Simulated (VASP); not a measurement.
Wanted: the native input for a VASP 6.6.1 run.

```
Task                   : single point
Functional             : r2SCAN
Potentials or basis    : VASP PAW PBE potentials, release 64 (Sc_sv)
Cutoff                 : 520 eV
k mesh                 : 16 × 16 × 10
Occupations            : fermi-dirac, width 0.08 eV
Spin                   : no spin polarisation
Dipole correction      : no
Further INCAR settings : ALGO = Normal; EDIFF = 1e-07; NBANDS = 18
```

The system is Sc.

```xyz
2
Lattice="3.2212 0.0000 0.0000 -1.6106 2.7896 0.0000 0.0000 0.0000 4.9900" Properties=species:S:1:pos:R:3 pbc="T T T"
Sc    0.0000    1.8597    1.2475
Sc    1.6106    0.9299    3.7425
```

One way to write it, as run:

POSCAR

```
Sc
1.0
    3.2211811934      0.0000000000      0.0000000000
   -1.6105905967      2.7896247436      0.0000000000
    0.0000000000      0.0000000000      4.9900292252
Sc
2
Direct
    0.3333333333      0.6666666667      0.2500000000
    0.6666666667      0.3333333333      0.7500000000
```

INCAR.step1

```
PREC     = Accurate       # precision mode
ENCUT    = 520            # plane-wave cutoff, eV
ISMEAR   = -1             # smearing method
SIGMA    = 0.08           # smearing width, eV
LREAL    = F              # projectors in reciprocal space
LASPH    = T              # aspherical terms in the spheres
NELM     = 100            # most SCF steps
NBANDS   = 18             # bands
GGA      = PE             # functional
ALGO     = Normal         # electronic algorithm
EDIFF    = 1E-4           # SCF threshold, eV
LWAVE    = T              # write WAVECAR
LCHARG   = F              # write CHGCAR
```

INCAR.step2

```
PREC     = Accurate       # precision mode
ENCUT    = 520            # plane-wave cutoff, eV
EDIFF    = 1E-7           # SCF threshold, eV
ISMEAR   = -1             # smearing method
SIGMA    = 0.08           # smearing width, eV
LREAL    = F              # projectors in reciprocal space
LASPH    = T              # aspherical terms in the spheres
NELM     = 100            # most SCF steps
ALGO     = Normal         # electronic algorithm
ISIF     = 2              # what is computed and relaxed
LWAVE    = F              # write WAVECAR
LCHARG   = T              # write CHGCAR
METAGGA  = R2SCAN         # meta-GGA
LMIXTAU  = T            
LELF     = T              # ELF
LVHAR    = T            
NBANDS   = 18             # bands
ISTART   = 1
```

KPOINTS

```
regular mesh
0
Gamma
  16 16 10
```

Potentials or basis: VASP PAW PBE potentials, release 64 (Sc_sv).

The run is started by

```bash
$ cat potpaw_PBE.64/Sc_sv/POTCAR > POTCAR
$ cp INCAR.step1 INCAR
$ mpirun -np 1 vasp_std > vasp.out
$ cp INCAR.step2 INCAR
$ mpirun -np 1 vasp_std > vasp.out
```

Results of the run:

- Pressure: 7.2 GPa
- Band gap on the k mesh: zero (bands 11 and 12 overlap by 1.81 eV)

Caveat: the cell stands under pressure; the PAW data sets were made with another functional, which shifts forces and pressure a little.

It took 11 min on 1 thread of Intel Xeon 8259CL, on a shared host, peak memory 0.26 GiB.
